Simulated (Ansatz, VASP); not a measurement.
## BaTiO3: VASP beside Ansatz

The input INCAR:

```
  PREC = Accurate
  ENCUT = 520
  EDIFF = 1E-6
  ISMEAR = 0
  SIGMA = 0.05
  LREAL = F
  LASPH = T
  NELM = 150
  ALGO = Normal
  ISIF = 2
  LWAVE = F
  LCHARG = F
  LMAXMIX = 4
  LDAU = T
  LDAUTYPE = 2
  LDAUL = -1 2 -1
  LDAUU = 0 4 0
  LDAUJ = 0 0 0
  LDAUPRINT = 1
  GGA = PE
  NBANDS = 28
```

The input KPOINTS:

```
regular mesh
0
Gamma
  6 6 6
```

Contents of POSCAR:

```
BaTiO3
1.0
    3.9881783772      0.0000000000      0.0000000000
    0.0000000000      2.8589150647      2.8859183788
    0.0000000000     -2.8589150647      2.8859183788
Ba Ti O
1 1 3
Direct
    0.0000000000      0.0080771845      0.0080771845
    0.5000000000      0.5197092871      0.5197092871
    0.0000000000      0.4916268390      0.4916268390
    0.5000000000      0.4938075372      0.9829991522
    0.5000000000      0.9829991522      0.4938075372
```

Input for Ansatz:

```yaml
crystal:
  lattice:
    - [3.9881783772, 0.0, 0.0]
    - [0.0, 2.8589150647, 2.8859183788]
    - [0.0, -2.8589150647, 2.8859183788]
  atoms:
    - { symbol: Ba, position: [0.0, 0.0080771845, 0.0080771845] }
    - { symbol: Ti, position: [0.5, 0.5197092871, 0.5197092871] }
    - { symbol: O, position: [0.0, 0.491626839, 0.491626839] }
    - { symbol: O, position: [0.5, 0.4938075372, 0.9829991522] }
    - { symbol: O, position: [0.5, 0.9829991522, 0.4938075372] }
basis:
  ecutwfc: 420
kpoints:
  mp_grid: { grid: [6, 6, 6] }
hamiltonian:
  xc: pbe
  hubbard: { sites: [{ species: Ti, l: d, u_eff: 4.0 }] }
scf:
  occupations: { method: gaussian, width: 0.05 }
output:
  forces: true
  stress: true
  eigenvalues: true
```

Change from the starting cell: strain -0.0050 x Voigt [1, 1, 0, 0, 0, 0], atoms carried along.

Alike in both runs: task single point; functional PBE; k mesh 6 × 6 × 6; occupations gaussian, width 0.05 eV; no spin polarisation; Hubbard terms Ti d U = 4.0 eV.

|  | VASP | Ansatz |
| --- | --- | --- |
| version | VASP 6.6.1 | Ansatz 0.2.0 |
| potentials or method | VASP PAW PBE potentials, release 64 (Ba_sv, Ti_sv, O), cutoff 520 eV | scalar-relativistic, plane waves, PAW |
| valence electrons in the cell | 40 | 40 |

Ansatz gave:

| Property | Result |
| --- | --- |
| gap on the k mesh at the Fermi level (eV) | 2.54 |
| least direct gap on the mesh (eV) | 2.94 |
| pressure (GPa) | 1.6 |
| traceless stress, the component that is largest in VASP (GPa) | -0.70 |
| rms of the force components (eV/Å) | 0.030 |

Question: Which values does VASP return?

Answer: gap on the k mesh at the Fermi level (eV): 2.51; least direct gap on the mesh (eV): 2.92; pressure (GPa): 5.3; traceless stress, the component that is largest in VASP (GPa): -0.85; rms of the force components (eV/Å): 0.252.

The programs project onto different local orbitals, so the same U acts differently, and such runs can settle in different states. Atom by atom the forces differ by 0.223 eV/Å (rms over components).

Neither program's run includes spin-orbit coupling.
